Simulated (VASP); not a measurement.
# As in VASP: a series of runs

Runs on As. Level: PBE+D3(BJ). Tasks: single point.

All numbers are computed with VASP 6.6.1; they aren't measurements. Logs are shortened: lines on timing, memory, paths and dates and some standing lists are left out, and cuts for length are marked.

**1. The cell of the first run**

The cell holds a slab with vacuum, 4 atoms: a = 3.571 Å, b = 3.571 Å, c = 20.295 Å, α = 90.00°, β = 90.00°, γ = 120.00°.

**2. Single point, PBE+D3(BJ) (layers slid over each other)**

Contents of INCAR:

```
  ALGO = Normal
  DIPOL = 0.5 0.5 0.407
  EDIFF = 1E-6
  ENCUT = 400
  GGA = PE
  GGA_COMPAT = F
  IDIPOL = 3
  ISIF = 2
  ISMEAR = 0
  IVDW = 12
  LASPH = T
  LCHARG = F
  LDIPOL = T
  LREAL = F
  LWAVE = F
  NBANDS = 38
  NELM = 120
  NELMDL = -8
  PREC = Accurate
  SIGMA = 0.05
```

Contents of KPOINTS:

```
k-points
0
Gamma
  9 9 1
```

Contents of POSCAR:

```
As
1.0
    3.5713380906      0.0000000000      0.0000000000
   -1.7856690453      3.0928695120      0.0000000000
    0.0000000000      0.0000000000     20.2952802043
As
4
Direct
    0.3333333333      0.6666666667      0.2905917062
    0.6666666667      0.3333333333      0.2217264287
    1.0000000000      0.3333333333      0.5920233711
    0.6666666667      0.6666666667      0.5231580937
```

Potentials or basis: VASP PAW PBE potentials, release 64 (As_d).

On the command line:

```
cat potpaw_PBE.64/As_d/POTCAR > POTCAR
mpirun -np 1 vasp_std > vasp.out
```

OUTCAR:

```text
EDIFF = 1E-6
   ENCUT = 400
   GGA = PE
   ISIF = 2
   ISMEAR = 0
   IVDW = 12
   LASPH = T
   LREAL = F
   NELM = 120
   NELMDL = -8
   PREC = Accurate
 IVDW          = 12

 ion  position               nearest neighbor table
   1  0.333  0.667  0.291-   2 2.49   2 2.49   2 2.49
   2  0.667  0.333  0.222-   1 2.49   1 2.49   1 2.49
   3  0.000  0.333  0.592-   4 2.49   4 2.49   4 2.49
   4  0.667  0.667  0.523-   3 2.49   3 2.49   3 2.49

  LATTYP: Found a hexagonal cell.
 ALAT       =     3.5713380906
 C/A-ratio  =     5.6828224294

  Lattice vectors:

 A1 = (   3.5713380906,   0.0000000000,   0.0000000000)
 A2 = (  -1.7856690453,   3.0928695120,   0.0000000000)
 A3 = (   0.0000000000,   0.0000000000,  20.2952802043)

Analysis of symmetry for initial positions (statically):
=====================================================================
 Subroutine PRICEL returns:
 Original cell was already a primitive cell.

 Routine SETGRP: Setting up the symmetry group for a
 hexagonal supercell.

 Subroutine GETGRP returns: Found  2 space group operations
 (whereof  1 operations were pure point group operations)
 out of a pool of 24 trial point group operations.

The static configuration has the point symmetry C_1 .
 The point group associated with its full space group is C_2 .

Analysis of symmetry for dynamics (positions and initial velocities):
=====================================================================
 Subroutine PRICEL returns:
 Original cell was already a primitive cell.

 Routine SETGRP: Setting up the symmetry group for a
 hexagonal supercell.

 Subroutine GETGRP returns: Found  2 space group operations
 (whereof  1 operations were pure point group operations)
 out of a pool of 24 trial point group operations.

The dynamic configuration has the point symmetry C_1 .
 The point group associated with its full space group is C_2 .

 Subroutine INISYM returns: Found  2 space group operations
 (whereof  1 operations are pure point group operations),
 and found     1 'primitive' translations

----------------------------------------------------------------------------------------

                                     Primitive cell

  volume of cell :     224.1752

  direct lattice vectors                    reciprocal lattice vectors
     3.571338091  0.000000000  0.000000000     0.280007094  0.161662171  0.000000000
    -1.785669045  3.092869512  0.000000000     0.000000000  0.323324342  0.000000000
     0.000000000  0.000000000 20.295280204     0.000000000  0.000000000  0.049272540

  length of vectors
     3.571338091  3.571338091 20.295280204     0.323324342  0.323324342  0.049272540

  position of ions in fractional coordinates (direct lattice)
     0.333333333  0.666666667  0.290591706
     0.666666667  0.333333333  0.221726429
     0.000000000  0.333333333  0.592023371
     0.666666667  0.666666667  0.523158094

  ion indices of the primitive-cell ions
   primitive index   ion index
                 1           1
                 2           2
                 3           3
                 4           4

----------------------------------------------------------------------------------------

 KPOINTS: k-points

Automatic generation of k-mesh.
 Grid dimensions read from file:
 generate k-points for:    9    9    1

 Generating k-lattice:

  Cartesian coordinates                     Fractional coordinates (reciprocal lattice)
     0.031111899  0.017962463  0.000000000     0.111111111  0.000000000  0.000000000
     0.000000000  0.035924927  0.000000000     0.000000000  0.111111111  0.000000000
     0.000000000  0.000000000  0.049272540     0.000000000  0.000000000  1.000000000

  Length of vectors
     0.035924927  0.035924927  0.049272540

  Shift w.r.t. Gamma in fractional coordinates (k-lattice)
     0.000000000  0.000000000  0.000000000

 Subroutine IBZKPT returns following result:
 ===========================================

 Found     25 irreducible k-points:

 Following reciprocal coordinates:
            Coordinates               Weight
  0.000000  0.000000  0.000000      1.000000
  0.111111  0.000000  0.000000      4.000000
  0.000000  0.111111  0.000000      2.000000
  0.222222  0.000000  0.000000      4.000000
  0.000000  0.222222  0.000000      2.000000
  0.333333  0.000000  0.000000      4.000000
[... 16 lines left out ...]
 -0.222222 -0.444444  0.000000      4.000000
  0.444444  0.333333  0.000000      4.000000
   k-points           NKPTS =     25   k-points in BZ     NKDIM =     25   number of bands    NBANDS=     38
   number of dos      NEDOS =    301   number of ions     NIONS =      4
   total plane-waves  NPLWV =  80640
   dimension x,y,z NGX =    24 NGY =   24 NGZ =  140
   dimension x,y,z NGXF=    48 NGYF=   48 NGZF=  280
   ions per type =               4
   NGX,Y,Z   is equivalent  to a cutoff of  11.17, 11.17, 11.47 a.u.
   NGXF,Y,Z  is equivalent  to a cutoff of  22.34, 22.34, 22.94 a.u.
 SYSTEM =  unknown system
   PREC   = accura    normal or accurate (medium, high low for compatibility)
   ISTART =      0    job   : 0-new  1-cont  2-samecut
   ICHARG =      2    charge: 1-file 2-atom 10-const
   ISPIN  =      1    spin polarized calculation?
   LNONCOLLINEAR =      F non collinear calculations
   LSORBIT =      F    spin-orbit coupling
   LASPH  =      T    aspherical Exc in radial PAW
   ENCUT  =  400.0 eV  29.40 Ry    5.42 a.u.   5.82  5.82 33.10*2*pi/ulx,y,z
   NELM   =    120;   NELMIN=  2; NELMDL= -8     # of ELM steps
   EDIFF  = 0.1E-05   stopping-criterion for ELM
   LREAL  =      F    real-space projection
   EDIFFG = 0.1E-04   stopping-criterion for IOM
   NSW    =      0    number of steps for IOM
   IBRION =     -1    ionic relax: 0-MD 1-quasi-New 2-CG
   NFREE  =      0    steps in history (QN), initial steepest desc. (CG)
   ISIF   =      2    stress and relaxation
   ISYM   =      2    0-nonsym 1-usesym 2-fastsym
   POTIM  = 0.5000    time-step for ionic-motion
   TEBEG  =    0.0;   TEEND  =   0.0 temperature during run
   PSTRESS=    0.0 pullay stress
   NELECT =      60.0000    total number of electrons
   NUPDOWN=      -1.0000    fix difference up-down
   EMIN   =  10.00;   EMAX   =-10.00  energy-range for DOS
   EFERMI =   0.00;   METHOD = LEGACY
   ISMEAR =     0;   SIGMA  =   0.05  broadening in eV -4-tet -1-fermi 0-gaus
   EFERMI_NEDOS =   21; number of points for ismear=-14 and -15
   IALGO  =     38    algorithm
   IMIX   =      4    mixing-type and parameters
     AMIX     =   0.40;   BMIX     =  1.00
     AMIX_MAG =   1.60;   BMIX_MAG =  1.00
  volume/ion in A,a.u.               =      56.04       378.20
  Fermi-wavevector in a.u.,A,eV,Ry     =   1.055025  1.993708 15.144339  1.113078
  Thomas-Fermi vector in A             =   2.190207
   LORBIT       =      0    0 simple, 1 ext, 2 COOP (PROOUT), +10 PAW based schemes
   GGA     = PE    functional components
   LHFCALC =     F    Hartree Fock is set to
   AEXX    =    0.0000 exact exchange contribution
   IVDW    =    12    specifies the selected vdW correction
   LEPSILON=     F    determine dielectric tensor
   LRPA    =     F    only Hartree local field effects (RPA)
 non-spin polarized calculation
 Gauss-broadening in eV      SIGMA  =   0.05
  energy-cutoff  :      400.00
  volume of cell :      224.18
 maximum number of plane-waves:      4093
   NGX = 11   NGY = 11   NGZ = 67

 dipolmoment           0.000000      0.000000      0.000153 electrons x Angstroem

 number of electron      60.0000032 magnetization

 dipolmoment           0.000000      0.000000     -0.000003 electrons x Angstroem

 Free energy of the ion-electron system (eV)
  ---------------------------------------------------
  ext. energy  EPLUGINS =         0.00000000
  ---------------------------------------------------
  free energy    TOTEN  =       -18.70771278 eV

  energy without entropy =      -18.70771278  energy(sigma->0) =      -18.70771278

 E-fermi :  -1.8824     XC(G=0):  -5.1070

 val. band max:       -2.1498411339   @ k =   0.0000   0.0000   0.0000
 cond. band min:      -0.7188558061   @ k =   0.0000   0.3333   0.0000
 fundamental gap:      1.4309853278
 Fermi energy:        -1.8824208897

 k-point     1 :       0.0000    0.0000    0.0000
  band No.  band energies     occupation
      1     -37.3535      2.00000
      2     -37.3534      2.00000
      3     -37.3534      2.00000
      4     -37.3534      2.00000
      5     -37.3131      2.00000
      6     -37.3131      2.00000
[... 30 lines left out ...]
     37       2.5666      0.00000
     38       2.9601      0.00000

 k-point     2 :       0.1111    0.0000    0.0000
  band No.  band energies     occupation
      1     -37.3531      2.00000
      2     -37.3530      2.00000
      3     -37.3498      2.00000
      4     -37.3498      2.00000
      5     -37.3122      2.00000
      6     -37.3121      2.00000
[... 30 lines left out ...]
     37       2.8044      0.00000
     38       3.1806      0.00000

 k-point     3 :       0.0000    0.1111    0.0000
  band No.  band energies     occupation
      1     -37.3530      2.00000
      2     -37.3530      2.00000
      3     -37.3498      2.00000
      4     -37.3498      2.00000
      5     -37.3122      2.00000
      6     -37.3121      2.00000
[... 30 lines left out ...]
     37       2.8043      0.00000
     38       3.1804      0.00000

 k-point     4 :       0.2222    0.0000    0.0000
  band No.  band energies     occupation
      1     -37.3520      2.00000
      2     -37.3520      2.00000
      3     -37.3401      2.00000
      4     -37.3401      2.00000
      5     -37.3092      2.00000
      6     -37.3091      2.00000
[... 30 lines left out ...]
     37       3.2886      0.00000
     38       3.7119      0.00000
[... 703 lines left out ...]
      4     -37.3090      2.00000
      5     -37.2928      2.00000
      6     -37.2927      2.00000
[... 30 lines left out ...]
     37       5.1654      0.00000
     38       5.3608      0.00000

 k-point    23 :      -0.2222   -0.4444    0.0000
  band No.  band energies     occupation
      1     -37.3510      2.00000
      2     -37.3510      2.00000
      3     -37.3090      2.00000
      4     -37.3090      2.00000
      5     -37.2928      2.00000
      6     -37.2927      2.00000
[... 30 lines left out ...]
     37       5.1042      0.00000
     38       5.3826      0.00000

 k-point    24 :       0.4444    0.3333    0.0000
  band No.  band energies     occupation
      1     -37.3510      2.00000
      2     -37.3510      2.00000
      3     -37.3090      2.00000
      4     -37.3090      2.00000
      5     -37.2928      2.00000
      6     -37.2927      2.00000
[... 30 lines left out ...]
     37       5.1677      0.00000
     38       5.3694      0.00000

 [... further k-points ...]

------------------------ aborting loop because EDIFF is reached ----------------------------------------

 vacuum level on the upper side and lower side of the slab       (xc-potential included)        -0.212        -0.212

 Edisp (eV)   -0.93903

 E8    (eV) :    -0.4101

  FORCE on cell =-STRESS in cart. coord.  units (eV):
  Direction    XX          YY          ZZ          XY          YZ          ZX
  --------------------------------------------------------------------------------------
  -------------------------------------------------------------------------------------
  Total      -0.15508    -0.16074    -0.41919     0.00000     0.00000     0.00969
  in kB      -1.10834    -1.14877    -2.99593     0.00000     0.00000     0.06928
  external pressure =       -1.75 kB  Pullay stress =        0.00 kB

 VOLUME and BASIS-vectors are now :
 -----------------------------------------------------------------------------
  energy-cutoff  :      400.00
  volume of cell :      224.18
      direct lattice vectors                 reciprocal lattice vectors
     3.571338091  0.000000000  0.000000000     0.280007094  0.161662171  0.000000000
    -1.785669045  3.092869512  0.000000000     0.000000000  0.323324342  0.000000000
     0.000000000  0.000000000 20.295280204     0.000000000  0.000000000  0.049272540

 POSITION                                       TOTAL-FORCE (eV/Angst)
 -----------------------------------------------------------------------------------
     -0.00000      2.06191      5.89764        -0.000812      0.000085      0.076650
      1.78567      1.03096      4.50000        -0.000737     -0.000085     -0.008867
     -0.59522      1.03096     12.01528         0.000737     -0.000085      0.008867
      1.19045      2.06191     10.61764         0.000812      0.000085     -0.076650
 -----------------------------------------------------------------------------------
    total drift:                               -0.000000      0.000002      0.000123

  FREE ENERGIE OF THE ION-ELECTRON SYSTEM (eV)
  ---------------------------------------------------
  free  energy   TOTEN  =       -19.6467473400 eV

  energy  without entropy=      -19.6467473400  energy(sigma->0) =      -19.64674734

 vacuum level on the upper side and lower side of the slab         2.931         2.933
```

Wall time 7.9 min (1 thread of AMD EPYC, shared host); peak memory 0.29 GiB.

What came out:

```yaml
Free_energy: -19.6467 eV
Largest_force: 0.077 eV/Å
Band_gap_on_the_k_mesh: 1.43 eV (least direct gap 1.95 eV)
Dispersion_energy_per_atom: -0.235 eV
```

Forces on the atoms (eV/Å):
```
As  -0.001  0.000  0.077
As  -0.001  0.000 -0.009
As   0.001  0.000  0.009
As   0.001  0.000 -0.077
```

Caveat: the cell differs from its parent crystal (layers slid over each other).

**3. Single point, PBE+D3(BJ) (layers slid over each other)**

Contents of INCAR:

```
SYSTEM = As
PREC = Accurate
ENCUT = 400
EDIFF = 1E-6
ISMEAR = 0
SIGMA = 0.05
LREAL = .FALSE.
LASPH = .TRUE.
NELM = 120
ALGO = Normal
ISIF = 2
LWAVE = .FALSE.
LCHARG = .TRUE.
LDIPOL = .TRUE.
IDIPOL = 3
DIPOL = 0.5 0.5 0.392
GGA = PE
IVDW = 12
LELF = .TRUE.
LVHAR = .TRUE.
LVACPOTAV = .TRUE.
NBANDS = 38
GGA_COMPAT = .FALSE.
NELMDL = -8
```

Contents of KPOINTS:

```
Automatic mesh
0
G
  9 9 1
  0 0 0
```

Changes to POSCAR since step 2:

```diff
@@ -10,3 +10,3 @@
     0.6666666667      0.3333333333      0.2217264287
-    1.0000000000      0.3333333333      0.5920233711
-    0.6666666667      0.6666666667      0.5231580937
+    0.8333333333      0.3333333333      0.5624598473
+    0.5000000000      0.6666666667      0.4935945698
```

Potentials or basis: VASP PAW PBE potentials, release 64 (As_d).

On the command line:

```
cat potpaw_PBE.64/As_d/POTCAR > POTCAR
mpirun -np 1 vasp_std > vasp.out
```

Run time: 90 s. Hardware: 1 thread of Intel Xeon 6975P-C (Granite Rapids), shared host; peak memory 0.32 GiB.

The run converged. Its results:

| Quantity | Value |
| --- | --- |
| Free energy | -19.6834 eV |
| Largest force | 0.071 eV/Å |
| Band gap on the k mesh | 1.34 eV (least direct gap 1.92 eV) |
| Dispersion energy per atom | -0.247 eV |

Forces in eV/Å, atoms in the order of the input:
```
As  -0.007  0.000  0.071
As  -0.004  0.000 -0.014
As   0.004  0.000  0.014
As   0.007  0.000 -0.071
```

Levels at points of the mesh, in eV from the valence-band top:
```
           k point  band 28  band 29  band 30  band 31  band 32  band 33
(0.00, 0.00, 0.00)    -0.01     0.00     0.00     1.92     2.26     3.49
```

Caveat: the cell differs from its parent crystal (layers slid over each other).
